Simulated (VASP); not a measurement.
# Cu3N (Pm-3m) in VASP: settings compared, part 4 of 4

VASP 6.6.1. The steps go on from the part before.

### 5 Relaxation of cell and atoms, LDA

This run uses another cell than the first one, of 13.79 Å³/atom.

Contents of INCAR:

```
PREC     = Accurate       # precision mode
ENCUT    = 600            # plane-wave cutoff, eV
EDIFF    = 1E-7           # SCF threshold, eV
ISMEAR   = -1             # smearing method
SIGMA    = 0.1            # smearing width, eV
LREAL    = False          # projectors in reciprocal space
LASPH    = True           # aspherical terms in the spheres
NELM     = 120            # most SCF steps
ALGO     = Normal         # electronic algorithm
ISIF     = 3              # what is computed and relaxed
LWAVE    = False          # write WAVECAR
LCHARG   = False          # write CHGCAR
GGA      = CA             # functional
IBRION   = 2              # ionic algorithm
NSW      = 80             # ionic steps
EDIFFG   = -0.01          # ionic threshold
GGA_COMPAT= False        
NELMIN   = 4
```

Contents of KPOINTS:

```
regular mesh
0
Gamma
  8 8 8
```

Contents of POSCAR:

```
Cu3N
1.0
    3.8070000000      0.0000000000      0.0000000000
    0.0000000000      3.8070000000      0.0000000000
    0.0000000000      0.0000000000      3.8070000000
Cu N
3 1
Direct
    0.5000000000      0.0000000000      0.0000000000
    0.0000000000      0.5000000000      0.0000000000
    0.0000000000      0.0000000000      0.5000000000
    0.0000000000      0.0000000000      0.0000000000
```

Potentials or basis: VASP PAW LDA potentials, release 64 (Cu, N).

Run with:

```console
$ cat potpaw_LDA.64/Cu/POTCAR potpaw_LDA.64/N/POTCAR > POTCAR
$ mpirun -np 1 vasp_std > vasp.out
```

OUTCAR:

```text
PREC = Accurate
   ENCUT = 600
   EDIFF = 1E-7
   ISMEAR = -1
   LREAL = False
   LASPH = True
   NELM = 120
   ISIF = 3
   GGA = CA
   IBRION = 2
   NSW = 80
   EDIFFG = -0.01
   NELMIN = 4

 ion  position               nearest neighbor table
   1  0.500  0.000  0.000-   4 1.90   4 1.90   2 2.69   3 2.69   2 2.69   2 2.69   3 2.69   3 2.69
                             3 2.69   2 2.69
   2  0.000  0.500  0.000-   4 1.90   4 1.90   1 2.69   3 2.69   1 2.69   3 2.69   3 2.69   3 2.69
                             1 2.69   1 2.69
   3  0.000  0.000  0.500-   4 1.90   4 1.90   1 2.69   1 2.69   2 2.69   2 2.69   2 2.69   2 2.69
                             1 2.69   1 2.69
   4  0.000  0.000  0.000-   1 1.90   2 1.90   3 1.90   3 1.90   2 1.90   1 1.90

  LATTYP: Found a simple cubic cell.
 ALAT       =     3.8070000000

  Lattice vectors:

 A1 = (   3.8070000000,   0.0000000000,   0.0000000000)
 A2 = (   0.0000000000,   3.8070000000,   0.0000000000)
 A3 = (   0.0000000000,   0.0000000000,   3.8070000000)

Analysis of symmetry for initial positions (statically):
=====================================================================
 Subroutine PRICEL returns:
 Original cell was already a primitive cell.

 Routine SETGRP: Setting up the symmetry group for a
 simple cubic supercell.

 Subroutine GETGRP returns: Found 48 space group operations
 (whereof 48 operations were pure point group operations)
 out of a pool of 48 trial point group operations.

The static configuration has the point symmetry O_h .

Analysis of symmetry for dynamics (positions and initial velocities):
=====================================================================
 Subroutine PRICEL returns:
 Original cell was already a primitive cell.

 Routine SETGRP: Setting up the symmetry group for a
 simple cubic supercell.

 Subroutine GETGRP returns: Found 48 space group operations
 (whereof 48 operations were pure point group operations)
 out of a pool of 48 trial point group operations.

The dynamic configuration has the point symmetry O_h .

 Subroutine INISYM returns: Found 48 space group operations
 (whereof 48 operations are pure point group operations),
 and found     1 'primitive' translations

----------------------------------------------------------------------------------------

                                     Primitive cell

  volume of cell :      55.1758

  direct lattice vectors                    reciprocal lattice vectors
     3.807000000  0.000000000  0.000000000     0.262674022  0.000000000  0.000000000
     0.000000000  3.807000000  0.000000000     0.000000000  0.262674022  0.000000000
     0.000000000  0.000000000  3.807000000     0.000000000  0.000000000  0.262674022

  length of vectors
     3.807000000  3.807000000  3.807000000     0.262674022  0.262674022  0.262674022

  position of ions in fractional coordinates (direct lattice)
     0.500000000  0.000000000  0.000000000
     0.000000000  0.500000000  0.000000000
     0.000000000  0.000000000  0.500000000
     0.000000000  0.000000000  0.000000000

  ion indices of the primitive-cell ions
   primitive index   ion index
[... 28 lines left out ...]

 Found     35 irreducible k-points:

 Following reciprocal coordinates:
            Coordinates               Weight
  0.000000  0.000000  0.000000      1.000000
  0.125000  0.000000  0.000000      6.000000
  0.250000  0.000000  0.000000      6.000000
  0.375000  0.000000  0.000000      6.000000
  0.500000  0.000000  0.000000      3.000000
  0.125000  0.125000  0.000000     12.000000
[... 16 lines left out ...]
  0.375000  0.375000  0.125000     24.000000
  0.500000  0.375000  0.125000     24.000000
 [... further k-points ...]
   k-points           NKPTS =     35   k-points in BZ     NKDIM =     35   number of bands    NBANDS=     23
   number of dos      NEDOS =    301   number of ions     NIONS =      4
   total plane-waves  NPLWV =  27000
   dimension x,y,z NGX =    30 NGY =   30 NGZ =   30
   dimension x,y,z NGXF=    60 NGYF=   60 NGZF=   60
   ions per type =               3   1
   NGX,Y,Z   is equivalent  to a cutoff of  13.10, 13.10, 13.10 a.u.
   NGXF,Y,Z  is equivalent  to a cutoff of  26.20, 26.20, 26.20 a.u.
 SYSTEM =  unknown system
   PREC   = accura    normal or accurate (medium, high low for compatibility)
   ISTART =      0    job   : 0-new  1-cont  2-samecut
   ICHARG =      2    charge: 1-file 2-atom 10-const
   ISPIN  =      1    spin polarized calculation?
   LNONCOLLINEAR =      F non collinear calculations
   LSORBIT =      F    spin-orbit coupling
   LASPH  =      T    aspherical Exc in radial PAW
   ENCUT  =  600.0 eV  44.10 Ry    6.64 a.u.   7.60  7.60  7.60*2*pi/ulx,y,z
   NELM   =    120;   NELMIN=  4; NELMDL= -5     # of ELM steps
   EDIFF  = 0.1E-06   stopping-criterion for ELM
   LREAL  =      F    real-space projection
   EDIFFG = -.1E-01   stopping-criterion for IOM
   NSW    =     80    number of steps for IOM
   IBRION =      2    ionic relax: 0-MD 1-quasi-New 2-CG
   NFREE  =      1    steps in history (QN), initial steepest desc. (CG)
   ISIF   =      3    stress and relaxation
   ISYM   =      2    0-nonsym 1-usesym 2-fastsym
   POTIM  = 0.5000    time-step for ionic-motion
   TEBEG  =    0.0;   TEEND  =   0.0 temperature during run
   PSTRESS=    0.0 pullay stress
   NELECT =      38.0000    total number of electrons
   NUPDOWN=      -1.0000    fix difference up-down
   EMIN   =  10.00;   EMAX   =-10.00  energy-range for DOS
   EFERMI =   0.00;   METHOD = LEGACY
   ISMEAR =    -1;   SIGMA  =   0.10  broadening in eV -4-tet -1-fermi 0-gaus
   EFERMI_NEDOS =   21; number of points for ismear=-14 and -15
   IALGO  =     38    algorithm
   IMIX   =      4    mixing-type and parameters
     AMIX     =   0.40;   BMIX     =  1.00
     AMIX_MAG =   1.60;   BMIX_MAG =  1.00
  volume/ion in A,a.u.               =      13.79        93.09
  Fermi-wavevector in a.u.,A,eV,Ry     =   1.445728  2.732029 28.437924  2.090128
  Thomas-Fermi vector in A             =   2.563877
   LORBIT       =      0    0 simple, 1 ext, 2 COOP (PROOUT), +10 PAW based schemes
   GGA     = CA    functional components
   LHFCALC =     F    Hartree Fock is set to
   AEXX    =    0.0000 exact exchange contribution
   IVDW    =     0    specifies the selected vdW correction
   LEPSILON=     F    determine dielectric tensor
   LRPA    =     F    only Hartree local field effects (RPA)
 conjugate gradient relaxation of ions
 non-spin polarized calculation
  energy-cutoff  :      600.00
  volume of cell :       55.18
 maximum number of plane-waves:      1856
   NGX = 15   NGY = 15   NGZ = 15

--------------------------------------- Ionic step        1  -------------------------------------------

 number of electron      37.9999951 magnetization

 Free energy of the ion-electron system (eV)
  ---------------------------------------------------
  ext. energy  EPLUGINS =         0.00000000
  ---------------------------------------------------
  free energy    TOTEN  =       -22.08599973 eV

  energy without entropy =      -22.07943130  energy(sigma->0) =      -22.08271551

------------------------ aborting loop because EDIFF is reached ----------------------------------------

  FORCE on cell =-STRESS in cart. coord.  units (eV):
  Direction    XX          YY          ZZ          XY          YZ          ZX
  --------------------------------------------------------------------------------------
  -------------------------------------------------------------------------------------
  Total       -2.7834751     -2.7834751     -2.7834751      0.0000000      0.0000000     -0.0000000
  in kB      -80.8256649    -80.8256649    -80.8256649      0.0000000      0.0000000     -0.0000000
  external PRESSURE =     -80.8256649 kB  Pullay stress =       0.0000000 kB
[... 63 lines left out ...]
--------------------------------------- Ionic step        3  -------------------------------------------

 number of electron      38.0000067 magnetization

 Free energy of the ion-electron system (eV)
  ---------------------------------------------------
  ext. energy  EPLUGINS =         0.00000000
  ---------------------------------------------------
  free energy    TOTEN  =       -22.17650308 eV

  energy without entropy =      -22.16659774  energy(sigma->0) =      -22.17155041

 E-fermi :   5.4526     XC(G=0): -11.5374

 val. band max:        5.4029163990   @ k =   0.5000   0.5000   0.0000
 cond. band min:       5.4663374970   @ k =   0.5000   0.5000   0.1250
 fundamental gap:      0.0634210981
 Fermi energy:         5.4526439893

 k-point     1 :       0.0000    0.0000    0.0000
  band No.  band energies     occupation
      1     -11.8781      2.00000
      2      -0.3159      2.00000
      3       0.2233      2.00000
      4       0.2233      2.00000
      5       0.2233      2.00000
      6       1.0912      2.00000
[... 613 lines left out ...]
     22       9.7117      0.00000
     23      10.5417      0.00000

 [... further k-points ...]
[... 5 lines left out ...]
  --------------------------------------------------------------------------------------
  -------------------------------------------------------------------------------------
  Total       -0.0173545     -0.0173545     -0.0173545     -0.0000000      0.0000000     -0.0000000
  in kB       -0.5368726     -0.5368726     -0.5368726     -0.0000000      0.0000000     -0.0000000
  external PRESSURE =      -0.5368726 kB  Pullay stress =       0.0000000 kB
[... 19 lines left out ...]
  FREE ENERGIE OF THE ION-ELECTRON SYSTEM (eV)
  ---------------------------------------------------
  free  energy   TOTEN  =       -22.1765030808 eV

  energy  without entropy=      -22.1665977386  energy(sigma->0) =      -22.17155041

 reached required accuracy - stopping structural energy minimisation
```

It took 95 s on 1 thread of Intel Xeon Platinum 8488C (Sapphire Rapids), shared host; peak memory 0.18 GiB.

Results:

```
Free energy                           : -22.1765 eV
Relaxed volume                        : 12.95 Å³/atom
Relaxed cell                          : a = 3.727 Å, b = 3.727 Å, c = 3.727 Å, α = 90.00°, β = 90.00°, γ = 90.00°
Space group after relaxing (to 0.1 Å) : Pm-3m (No. 221)
Energy gained by relaxing             : 22.6 meV/atom
Ionic steps                           : 3
Pressure after relaxing               : -0.1 GPa
```

Step by step:
| step | energy change (eV) | largest force (eV/Å) | pressure (GPa) | volume (Å³) |
| --- | --- | --- | --- | --- |
| 1 | 0.0000 | 0.0000 | -8.08 | 55.18 |
| 2 | -0.0536 | 0.0000 | 6.23 | 49.80 |
| 3 | -0.0905 | 0.0000 | -0.05 | 51.79 |

Final structure:
```yaml
crystal:
  lattice:
    - [3.72749, 0.00000, 0.00000]
    - [0.00000, 3.72749, 0.00000]
    - [0.00000, 0.00000, 3.72749]
  atoms:
    - { symbol: Cu, position: [0.50000, 0.00000, 0.00000] }
    - { symbol: Cu, position: [0.00000, 0.50000, 0.00000] }
    - { symbol: Cu, position: [0.00000, 0.00000, 0.50000] }
    - { symbol: N, position: [0.00000, 0.00000, 0.00000] }
```

LDA usually gives volumes a few per cent too small. Zero-point motion and thermal expansion aren't in these numbers.

### 6 Relaxation of cell and atoms, r2SCAN

This run uses another cell than the first one, of 13.79 Å³/atom.

POSCAR is that of step 5.

Contents of INCAR.step1:

```
SYSTEM = Cu3N
PREC = Accurate
ENCUT = 660
ISMEAR = -1
SIGMA = 0.1
LREAL = .FALSE.
LASPH = .TRUE.
NELM = 120
GGA = PE
ALGO = Normal
EDIFF = 1E-5
LWAVE = .TRUE.
LCHARG = .FALSE.
GGA_COMPAT = .FALSE.
IBRION = 2
ISIF = 3
EDIFFG = -0.005
NELMIN = 4
NSW = 100
```

Contents of INCAR.step2:

```
SYSTEM = Cu3N
PREC = Accurate
ENCUT = 660
EDIFF = 1E-7
ISMEAR = -1
SIGMA = 0.1
LREAL = .FALSE.
LASPH = .TRUE.
NELM = 120
ALGO = Normal
ISIF = 3
LWAVE = .FALSE.
LCHARG = .FALSE.
METAGGA = R2SCAN
LMIXTAU = .TRUE.
IBRION = 2
NSW = 80
EDIFFG = -0.01
ISTART = 1
GGA_COMPAT = .FALSE.
NELMIN = 4
```

Contents of KPOINTS:

```
Automatic mesh
0
G
  8 8 8
  0 0 0
```

Potentials or basis: VASP PAW PBE potentials, release 64 (Cu, N).

Run with:

```console
$ cat potpaw_PBE.64/Cu/POTCAR potpaw_PBE.64/N/POTCAR > POTCAR
$ cp INCAR.step1 INCAR
$ mpirun -np 1 vasp_std > vasp.out
$ cp INCAR.step2 INCAR
$ mpirun -np 1 vasp_std > vasp.out
```

Run time: 5.5 min. Hardware: 1 thread of Intel Xeon Platinum 8488C (Sapphire Rapids), shared host; peak memory 0.23 GiB.

It converged, with:

- Free energy: -40.7195 eV
- Relaxed volume: 13.65 Å³/atom
- Relaxed cell: a = 3.794 Å, b = 3.794 Å, c = 3.794 Å, α = 90.00°, β = 90.00°, γ = 90.00°
- Space group after relaxing (to 0.1 Å): Pm-3m (No. 221)
- Energy gained by relaxing: 0.6 meV/atom
- Ionic steps: 3
- Pressure after relaxing: 0.0 GPa
- Band gap on the k mesh: 0.27 eV (least direct gap 0.85 eV)

The path:
```
step  energy change (eV)  largest force (eV/Å)  pressure (GPa)  volume (Å³)
   1              0.0000                0.0000           -1.30        55.18
   2             -0.0016                0.0000            0.74        54.29
   3             -0.0023                0.0000            0.00        54.61
```

Final structure:
```cif
data_structure
_symmetry_space_group_name_H-M 'P 1'
_symmetry_Int_Tables_number 1
_cell_length_a 3.7939
_cell_length_b 3.7939
_cell_length_c 3.7939
_cell_angle_alpha 90.000
_cell_angle_beta 90.000
_cell_angle_gamma 90.000
_cell_volume 54.61
loop_
_atom_site_label
_atom_site_type_symbol
_atom_site_fract_x
_atom_site_fract_y
_atom_site_fract_z
_atom_site_occupancy
Cu1 Cu 0.50000 0.00000 0.00000 1
Cu2 Cu 0.00000 0.50000 0.00000 1
Cu3 Cu 0.00000 0.00000 0.50000 1
N1 N 0.00000 0.00000 0.00000 1
```

Levels at points of the mesh, in eV from the valence-band top:
| k point | band 17 | band 18 | band 19 | band 20 | band 21 | band 22 |
| --- | --- | --- | --- | --- | --- | --- |
| (0.00, 0.00, 0.00) | -1.97 | -1.97 | -1.90 | 1.19 | 5.72 | 5.72 |
| (0.50, 0.00, 0.00) | -1.97 | -1.51 | -1.51 | 1.85 | 3.56 | 7.36 |
| (0.50, 0.50, 0.00) | -1.13 | -1.13 | -0.74 | 0.27 | 4.01 | 5.18 |
| (0.50, 0.50, 0.50) | 0.00 | 0.00 | 0.00 | 0.96 | 0.96 | 0.96 |

Caveat: the PAW data sets were made with another functional, which shifts forces and pressure a little.

### 7 Overview

```csv
task,level,potentials or basis,cell,k mesh,cutoff (eV),gap on the mesh (eV),pressure (GPa),relaxed volume (Å³/atom)
single point,r2SCAN,"VASP PAW PBE potentials, release 64 (Cu, N)","a = 3.860 Å, 4 atoms",9 × 9 × 9,660,0.92,-5.8,-
relaxation of cell and atoms,PBE,"VASP PAW PBE potentials, release 64 (Cu, N)","relaxed from a = 3.807 Å, 4 atoms",8 × 8 × 8,600,0.26,0.0,14.08
relaxation of cell and atoms,PBEsol,"VASP PAW PBE potentials, release 64 (Cu, N)","relaxed from a = 3.807 Å, 4 atoms",8 × 8 × 8,600,-,0.0,13.39
relaxation of cell and atoms,LDA,"VASP PAW LDA potentials, release 64 (Cu, N)","relaxed from a = 3.807 Å, 4 atoms",8 × 8 × 8,600,-,-0.1,12.95
relaxation of cell and atoms,r2SCAN,"VASP PAW PBE potentials, release 64 (Cu, N)","relaxed from a = 3.807 Å, 4 atoms",8 × 8 × 8,660,0.27,0.0,13.65
```

Alike in all rows: no spin polarisation; smearing fermi-dirac 0.1 eV.

Caveats: the PAW data sets were made with another functional, which shifts forces and pressure a little (at least some runs); the cell stands under tension (at least some runs); an odd mesh through Γ misses points on the zone boundary, where band edges can lie (at least some runs).

Absolute energies hang on the potentials; compare differences alone.
